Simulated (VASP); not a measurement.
A run of VASP 6.6.1 is set up as follows.

Contents of INCAR:

```
SYSTEM = Bi2Se3
PREC = Accurate ; ENCUT = 520
EDIFF = 1E-7 ; ISMEAR = 0
SIGMA = 0.05 ; LREAL = .False.
LASPH = .True. ; NELM = 60
ALGO = Normal ; ISIF = 2
LWAVE = .False. ; LCHARG = .False.
GGA = PE ; IVDW = 12
NBANDS = 32
```

Contents of KPOINTS:

```
regular mesh
0
Gamma
  9 9 9
  0 0 0
```

File POSCAR:

```
Bi2Se3
1.0
    2.0721227184      1.1963406093      9.4843745558
   -2.0721227184      1.1963406093      9.4843745558
    0.0000000000     -2.3926812186      9.4843745558
Bi Se
2 3
Direct
    0.4008681795      0.4008681795      0.4008681795
    0.5991318205      0.5991318205      0.5991318205
    0.0000000000      0.0000000000      0.0000000000
    0.2105382924      0.2105382924      0.2105382924
    0.7894617076      0.7894617076      0.7894617076
```

Potentials or basis: VASP PAW PBE potentials, release 64 (Bi_d, Se).

Launch:

```sh
$ cat potpaw_PBE.64/Bi_d/POTCAR potpaw_PBE.64/Se/POTCAR > POTCAR
$ mpirun -np 1 vasp_std > vasp.out
```

Problem. Predict the band gap on the k mesh.

Solution. 0.16 eV.

Problem. What does it give for the largest force?

Solution. 0.012 eV/Å.

Problem. What does it give for the pressure?

Solution. 0.0 GPa.

Forces on the atoms (eV/Å):
```
Bi   0.000  0.000 -0.010
Bi   0.000  0.000  0.010
Se   0.000  0.000  0.000
Se   0.000  0.000 -0.012
Se   0.000  0.000  0.012
```

Caveat: spin-orbit coupling is left out, which moves the levels of the heavy elements. A k mesh can miss the band edges.
